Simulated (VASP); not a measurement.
# SrTiO3 (Pm-3m) in VASP: further runs

SrTiO3 is run at these levels: PBEsol; tasks: single point.

Program: VASP 6.6.1. These are calculated values, not measurements. Logs are shortened: lines on timing, memory, paths and dates and some standing lists are left out, and cuts for length are marked.

## Step 1: The cell of the first run

It takes space group Pm-3m (No. 221, cubic). The conventional cell has a = 3.774 Å, b = 3.774 Å, c = 3.774 Å, α = 90.00°, β = 90.00°, γ = 90.00°. Within 3.5 Å of Sr (site symmetry m-3m) lie 12 O at 2.67 Å and 8 Ti at 3.27 Å. Ti (site symmetry m-3m) has 6 O at 1.89 Å within 2.5 Å. Within 2.5 Å of O (site symmetry 4/mmm) lie 2 Ti at 1.89 Å.

## Step 2: Single point, PBEsol (strain -0.030 along x and y, -0.030 along z)

INCAR reads:

```
PREC     = Accurate       # precision mode
ENCUT    = 520            # plane-wave cutoff, eV
EDIFF    = 1E-6           # SCF threshold, eV
ISMEAR   = 0              # smearing method
SIGMA    = 0.05           # smearing width, eV
LREAL    = F              # projectors in reciprocal space
LASPH    = T              # aspherical terms in the spheres
NELM     = 80             # most SCF steps
ALGO     = Normal         # electronic algorithm
ISIF     = 2              # what is computed and relaxed
LWAVE    = F              # write WAVECAR
LCHARG   = F              # write CHGCAR
GGA      = PS             # functional
NBANDS   = 28             # bands
```

KPOINTS reads:

```
regular mesh
0
Gamma
  8 8 8
```

POSCAR reads:

```
SrTiO3
1.0
    3.7743865313      0.0000000000      0.0000000000
    0.0000000000      3.7743865313      0.0000000000
    0.0000000000      0.0000000000      3.7743865313
Sr Ti O
1 1 3
Direct
    0.0000000000      0.0000000000      0.0000000000
    0.5000000000      0.5000000000      0.5000000000
    0.0000000000      0.5000000000      0.5000000000
    0.5000000000      0.0000000000      0.5000000000
    0.5000000000      0.5000000000      0.0000000000
```

Potentials or basis: VASP PAW PBE potentials, release 64 (Sr_sv, Ti_sv, O).

The run is started by

```
$ cat potpaw_PBE.64/Sr_sv/POTCAR potpaw_PBE.64/Ti_sv/POTCAR potpaw_PBE.64/O/POTCAR > POTCAR
$ mpirun -np 1 vasp_std > vasp.out
```

OUTCAR:

```text
PREC = Accurate
   ENCUT = 520
   EDIFF = 1E-6
   ISMEAR = 0
   LREAL = F
   LASPH = T
   NELM = 80
   ISIF = 2
   GGA = PS

 ion  position               nearest neighbor table
   1  0.000  0.000  0.000-   3 2.67   4 2.67   5 2.67   3 2.67   4 2.67   3 2.67   5 2.67   3 2.67
                             4 2.67   5 2.67   4 2.67   5 2.67   2 3.27   2 3.27   2 3.27   2 3.27
   2  0.500  0.500  0.500-   3 1.89   4 1.89   5 1.89   5 1.89   4 1.89   3 1.89   1 3.27   1 3.27
                             1 3.27   1 3.27   1 3.27   1 3.27   1 3.27   1 3.27
   3  0.000  0.500  0.500-   2 1.89   2 1.89   1 2.67   1 2.67   1 2.67   1 2.67
   4  0.500  0.000  0.500-   2 1.89   2 1.89   1 2.67   1 2.67   1 2.67   1 2.67
   5  0.500  0.500  0.000-   2 1.89   2 1.89   1 2.67   1 2.67   1 2.67   1 2.67

  LATTYP: Found a simple cubic cell.
 ALAT       =     3.7743865313

  Lattice vectors:

 A1 = (   3.7743865313,   0.0000000000,   0.0000000000)
 A2 = (   0.0000000000,   3.7743865313,   0.0000000000)
 A3 = (   0.0000000000,   0.0000000000,   3.7743865313)

Analysis of symmetry for initial positions (statically):
=====================================================================
 Subroutine PRICEL returns:
 Original cell was already a primitive cell.

 Routine SETGRP: Setting up the symmetry group for a
 simple cubic supercell.

 Subroutine GETGRP returns: Found 48 space group operations
 (whereof 48 operations were pure point group operations)
 out of a pool of 48 trial point group operations.

The static configuration has the point symmetry O_h .

Analysis of symmetry for dynamics (positions and initial velocities):
=====================================================================
 Subroutine PRICEL returns:
 Original cell was already a primitive cell.

 Routine SETGRP: Setting up the symmetry group for a
 simple cubic supercell.

 Subroutine GETGRP returns: Found 48 space group operations
 (whereof 48 operations were pure point group operations)
 out of a pool of 48 trial point group operations.

The dynamic configuration has the point symmetry O_h .

 Subroutine INISYM returns: Found 48 space group operations
 (whereof 48 operations are pure point group operations),
 and found     1 'primitive' translations

----------------------------------------------------------------------------------------

                                     Primitive cell

  volume of cell :      53.7699

  direct lattice vectors                    reciprocal lattice vectors
     3.774386531  0.000000000  0.000000000     0.264943718  0.000000000  0.000000000
[... 96 lines left out ...]
   IBRION =     -1    ionic relax: 0-MD 1-quasi-New 2-CG
   NFREE  =      0    steps in history (QN), initial steepest desc. (CG)
   ISIF   =      2    stress and relaxation
   ISYM   =      2    0-nonsym 1-usesym 2-fastsym
   POTIM  = 0.5000    time-step for ionic-motion
   TEBEG  =    0.0;   TEEND  =   0.0 temperature during run
   PSTRESS=    0.0 pullay stress
   NELECT =      40.0000    total number of electrons
   NUPDOWN=      -1.0000    fix difference up-down
   EMIN   =  10.00;   EMAX   =-10.00  energy-range for DOS
   EFERMI =   0.00;   METHOD = LEGACY
   ISMEAR =     0;   SIGMA  =   0.05  broadening in eV -4-tet -1-fermi 0-gaus
   EFERMI_NEDOS =   21; number of points for ismear=-14 and -15
   IALGO  =     38    algorithm
   IMIX   =      4    mixing-type and parameters
     AMIX     =   0.40;   BMIX     =  1.00
     AMIX_MAG =   1.60;   BMIX_MAG =  1.00
  volume/ion in A,a.u.               =      10.75        72.57
  Fermi-wavevector in a.u.,A,eV,Ry     =   1.483366  2.803156 29.937934  2.200376
  Thomas-Fermi vector in A             =   2.597037
   LORBIT       =      0    0 simple, 1 ext, 2 COOP (PROOUT), +10 PAW based schemes
   GGA     = PS    functional components
   LHFCALC =     F    Hartree Fock is set to
   AEXX    =    0.0000 exact exchange contribution
   IVDW    =     0    specifies the selected vdW correction
   LEPSILON=     F    determine dielectric tensor
   LRPA    =     F    only Hartree local field effects (RPA)
 non-spin polarized calculation
 Gauss-broadening in eV      SIGMA  =   0.05
  energy-cutoff  :      520.00
  volume of cell :       53.77
 maximum number of plane-waves:      1472
   NGX = 15   NGY = 15   NGZ = 15

 number of electron      39.9999978 magnetization

 Free energy of the ion-electron system (eV)
  ---------------------------------------------------
  ext. energy  EPLUGINS =         0.00000000
  ---------------------------------------------------
  free energy    TOTEN  =       -41.67616214 eV

  energy without entropy =      -41.67616214  energy(sigma->0) =      -41.67616214

 E-fermi :   5.1674     XC(G=0): -12.0924

 val. band max:        4.9036197347   @ k =   0.5000   0.5000   0.5000
 cond. band min:       6.8696332393   @ k =   0.0000   0.0000   0.0000
 fundamental gap:      1.9660135046
 Fermi energy:         5.1674255449

 k-point     1 :       0.0000    0.0000    0.0000
  band No.  band energies     occupation
      1     -50.8698      2.00000
      2     -27.4583      2.00000
      3     -27.3135      2.00000
      4     -27.3135      2.00000
      5     -27.3135      2.00000
      6     -12.8314      2.00000
[... 733 lines left out ...]
     27      14.1912      0.00000
     28      14.2363      0.00000

 [... further k-points ...]

------------------------ aborting loop because EDIFF is reached ----------------------------------------

  FORCE on cell =-STRESS in cart. coord.  units (eV):
  Direction    XX          YY          ZZ          XY          YZ          ZX
  --------------------------------------------------------------------------------------
  -------------------------------------------------------------------------------------
  Total        7.2658192      7.2658192      7.2658192     -0.0000000      0.0000000      0.0000000
  in kB      216.4990776    216.4990776    216.4990776     -0.0000000      0.0000000      0.0000000
  external PRESSURE =     216.4990776 kB  Pullay stress =       0.0000000 kB

 VOLUME and BASIS-vectors are now :
 -----------------------------------------------------------------------------
  energy-cutoff  :      520.00
  volume of cell :       53.77
      direct lattice vectors                 reciprocal lattice vectors
     3.774386531  0.000000000  0.000000000     0.264943718  0.000000000  0.000000000
     0.000000000  3.774386531  0.000000000     0.000000000  0.264943718  0.000000000
     0.000000000  0.000000000  3.774386531     0.000000000  0.000000000  0.264943718

 POSITION                                       TOTAL-FORCE (eV/Angst)
 -----------------------------------------------------------------------------------
      0.00000      0.00000      0.00000         0.000000      0.000000      0.000000
      1.88719      1.88719      1.88719         0.000000      0.000000      0.000000
      0.00000      1.88719      1.88719         0.000000      0.000000      0.000000
      1.88719      0.00000      1.88719         0.000000      0.000000      0.000000
      1.88719      1.88719      0.00000         0.000000      0.000000      0.000000
 -----------------------------------------------------------------------------------
    total drift:                                0.000000      0.000000      0.000000

  FREE ENERGIE OF THE ION-ELECTRON SYSTEM (eV)
  ---------------------------------------------------
  free  energy   TOTEN  =       -41.6761621359 eV

  energy  without entropy=      -41.6761621359  energy(sigma->0) =      -41.67616214
```

stdout:

```text
POSCAR found type information on POSCAR SrTiO
 POSCAR found :  3 types and       5 ions
 scaLAPACK will be used
 -----------------------------------------------------------------------------
|                                                                             |
|                                                                             |
|     You enforced a specific xc type in the INCAR file but a different       |
|     I HOPE YOU KNOW WHAT YOU ARE DOING!                                     |
|                                                                             |
 -----------------------------------------------------------------------------

 LDA part: xc-table for (Slater+PW92), standard interpolation
 POSCAR, INCAR and KPOINTS ok, starting setup
 FFT: planning ... GRIDC
 FFT: planning ... GRID_SOFT
 FFT: planning ... GRID
 WAVECAR not read
 entering main loop
```

Run time: 22 s. Hardware: 1 thread of Intel Xeon 6975P-C (Granite Rapids), shared host; peak memory 0.19 GiB.

What came out:

```yaml
Free_energy: -41.6762 eV
Pressure: 21.6 GPa
Band_gap_on_the_k_mesh: 1.97 eV (least direct gap 2.24 eV)
```

Levels at points of the mesh, in eV from the valence-band top:
```csv
k point,band 18,band 19,band 20,band 21,band 22,band 23
"(0.00, 0.00, 0.00)",-0.28,-0.28,-0.28,1.97,1.97,1.97
"(0.50, 0.00, 0.00)",-2.38,-0.70,-0.70,2.20,4.33,4.33
"(0.50, 0.50, 0.00)",-1.69,-1.64,-0.11,4.34,4.34,4.82
"(0.50, 0.50, 0.50)",0.00,0.00,0.00,5.15,5.15,5.15
```

Caveat: the cell differs from its parent crystal (strain -0.030 along x and y, -0.030 along z); the cell stands under pressure; the PAW data sets were made with another functional, which shifts forces and pressure a little.

## Step 3: Single point, PBEsol (strain -0.015 along x and y, -0.015 along z)

INCAR reads:

```
SYSTEM = SrTiO3
PREC = Accurate ; ENCUT = 520
EDIFF = 1E-6 ; ISMEAR = 0
SIGMA = 0.05 ; LREAL = .False.
LASPH = .True. ; NELM = 60
ALGO = Normal ; ISIF = 2
LWAVE = .False. ; LCHARG = .False.
GGA = PS ; NBANDS = 28
```

KPOINTS reads:

```
regular mesh
0
Gamma
  8 8 8
  0 0 0
```

POSCAR, as its differences from that of step 2:

```diff
@@ -2,5 +2,5 @@
 1.0
-    3.7743865313      0.0000000000      0.0000000000
-    0.0000000000      3.7743865313      0.0000000000
-    0.0000000000      0.0000000000      3.7743865313
+    3.8327533334      0.0000000000      0.0000000000
+    0.0000000000      3.8327533334      0.0000000000
+    0.0000000000      0.0000000000      3.8327533334
 Sr Ti O
```

Potentials or basis: VASP PAW PBE potentials, release 64 (Sr_sv, Ti_sv, O).

The run is started by

```
$ cat potpaw_PBE.64/Sr_sv/POTCAR potpaw_PBE.64/Ti_sv/POTCAR potpaw_PBE.64/O/POTCAR > POTCAR
$ mpirun -np 1 vasp_std > vasp.out
```

It took 33 s on 1 thread of Intel Xeon 6975P-C (Granite Rapids), shared host; peak memory 0.2 GiB.

It converged, with:

* Free energy: -41.9274 eV
* Pressure: 10.1 GPa
* Band gap on the k mesh: 1.89 eV (least direct gap 2.21 eV)

Levels at points of the mesh, in eV from the valence-band top:
```csv
k point,band 16,band 17,band 18,band 19,band 20,band 21,band 22,band 23,band 24,band 25
"(0.00, 0.00, 0.00)",-1.29,-1.29,-0.32,-0.32,-0.32,1.89,1.89,1.89,4.72,4.72
"(0.50, 0.00, 0.00)",-2.53,-2.53,-2.22,-0.73,-0.73,2.10,4.07,4.07,4.77,7.15
"(0.50, 0.50, 0.00)",-3.13,-1.70,-1.65,-1.65,-0.11,4.08,4.08,4.55,5.83,8.12
"(0.50, 0.50, 0.50)",-3.94,-3.94,0.00,0.00,0.00,4.83,4.83,4.83,7.08,7.08
```

Caveat: the cell differs from its parent crystal (strain -0.015 along x and y, -0.015 along z); the cell stands under pressure; the PAW data sets were made with another functional, which shifts forces and pressure a little.

## Step 4: Single point, PBEsol (strain +0.015 along x and y, +0.015 along z)

INCAR reads:

```
PREC = Accurate
ENCUT = 520
EDIFF = 1E-7
ISMEAR = 0
SIGMA = 0.05
LREAL = F
LASPH = T
NELM = 60
ALGO = Normal
ISIF = 2
LWAVE = F
LCHARG = F
GGA = PS
NBANDS = 28
```

KPOINTS reads:

```
Automatic mesh
0
Gamma
  8 8 8
```

POSCAR, as its differences from that of step 3:

```diff
@@ -2,5 +2,5 @@
 1.0
-    3.8327533334      0.0000000000      0.0000000000
-    0.0000000000      3.8327533334      0.0000000000
-    0.0000000000      0.0000000000      3.8327533334
+    3.9494869374      0.0000000000      0.0000000000
+    0.0000000000      3.9494869374      0.0000000000
+    0.0000000000      0.0000000000      3.9494869374
 Sr Ti O
```

The run is started by

```
$ cat potpaw_PBE.64/Sr_sv/POTCAR potpaw_PBE.64/Ti_sv/POTCAR potpaw_PBE.64/O/POTCAR > POTCAR
$ mpirun -np 1 vasp_std > vasp.out
```

Run time: 32 s. Hardware: 1 thread of Intel Xeon 6975P-C (Granite Rapids), shared host; peak memory 0.21 GiB.

Results (log left out):

- Free energy: -41.9640 eV
- Pressure: -6.9 GPa
- Band gap on the k mesh: 1.74 eV (least direct gap 2.12 eV)

Levels at points of the mesh, in eV from the valence-band top:
```tsv
k point	band 16	band 17	band 18	band 19	band 20	band 21	band 22	band 23	band 24	band 25
(0.00, 0.00, 0.00)	-1.13	-1.13	-0.38	-0.38	-0.38	1.74	1.74	1.74	4.10	4.10
(0.50, 0.00, 0.00)	-2.31	-2.31	-1.93	-0.74	-0.74	1.90	3.61	3.61	4.11	6.20
(0.50, 0.50, 0.00)	-2.78	-1.77	-1.56	-1.56	-0.09	3.61	3.61	4.05	5.02	7.68
(0.50, 0.50, 0.50)	-3.68	-3.68	0.00	0.00	0.00	4.26	4.26	4.26	6.73	6.73
```

Caveat: the cell differs from its parent crystal (strain +0.015 along x and y, +0.015 along z); the cell stands under tension; the PAW data sets were made with another functional, which shifts forces and pressure a little. A k mesh can miss the band edges.

## Step 5: Single point, PBEsol (strain +0.030 along x and y, +0.030 along z)

INCAR reads:

```
SYSTEM = SrTiO3
ALGO = Normal
EDIFF = 1E-7
ENCUT = 520
GGA = PS
ISIF = 2
ISMEAR = 0
LASPH = .TRUE.
LCHARG = .FALSE.
LREAL = .FALSE.
LWAVE = .FALSE.
NBANDS = 28
NELM = 100
PREC = Accurate
SIGMA = 0.05
```

KPOINTS reads:

```
k-points
0
G
  8 8 8
  0 0 0
```

POSCAR, as its differences from that of step 4:

```diff
@@ -2,5 +2,5 @@
 1.0
-    3.9494869374      0.0000000000      0.0000000000
-    0.0000000000      3.9494869374      0.0000000000
-    0.0000000000      0.0000000000      3.9494869374
+    4.0078537395      0.0000000000      0.0000000000
+    0.0000000000      4.0078537395      0.0000000000
+    0.0000000000      0.0000000000      4.0078537395
 Sr Ti O
```

The run is started by

```
$ cat potpaw_PBE.64/Sr_sv/POTCAR potpaw_PBE.64/Ti_sv/POTCAR potpaw_PBE.64/O/POTCAR > POTCAR
$ mpirun -np 1 vasp_std > vasp.out
```

It took 35 s on 1 thread of Intel Xeon 6975P-C (Granite Rapids), shared host; peak memory 0.2 GiB.

It converged, with:

| Property | Result |
| --- | --- |
| Free energy | -41.7923 eV |
| Pressure | -13.0 GPa |
| Band gap on the k mesh | 1.66 eV (least direct gap 2.06 eV) |

Levels at points of the mesh, in eV from the valence-band top:
```tsv
k point	band 16	band 17	band 18	band 19	band 20	band 21	band 22	band 23	band 24	band 25
(0.00, 0.00, 0.00)	-1.06	-1.06	-0.40	-0.40	-0.40	1.66	1.66	1.66	3.80	3.80
(0.50, 0.00, 0.00)	-2.20	-2.20	-1.80	-0.74	-0.74	1.80	3.39	3.39	3.81	5.77
(0.50, 0.50, 0.00)	-2.62	-1.78	-1.51	-1.51	-0.08	3.39	3.39	3.81	4.66	7.47
(0.50, 0.50, 0.50)	-3.56	-3.56	0.00	0.00	0.00	3.99	3.99	3.99	6.57	6.57
```

Caveat: the cell differs from its parent crystal (strain +0.030 along x and y, +0.030 along z); the cell stands under tension; the PAW data sets were made with another functional, which shifts forces and pressure a little.

## Step 6: Summary

```csv
cell,gap on the mesh (eV),pressure (GPa)
"a = 3.774 Å, 5 atoms",1.97,21.6
"a = 3.833 Å, 5 atoms",1.89,10.1
"a = 3.949 Å, 5 atoms",1.74,-6.9
"a = 4.008 Å, 5 atoms",1.66,-13.0
```

Alike in all rows: task single point; level PBEsol; potentials or basis VASP PAW PBE potentials, release 64 (Sr_sv, Ti_sv, O); no spin polarisation; k mesh 8 × 8 × 8; cutoff (eV) 520; smearing gaussian 0.05 eV.

Caveats: the PAW data sets were made with another functional, which shifts forces and pressure a little; the cell stands under pressure (at least some runs); the cell stands under tension (at least some runs).

Absolute energies hang on the potentials; compare differences alone.
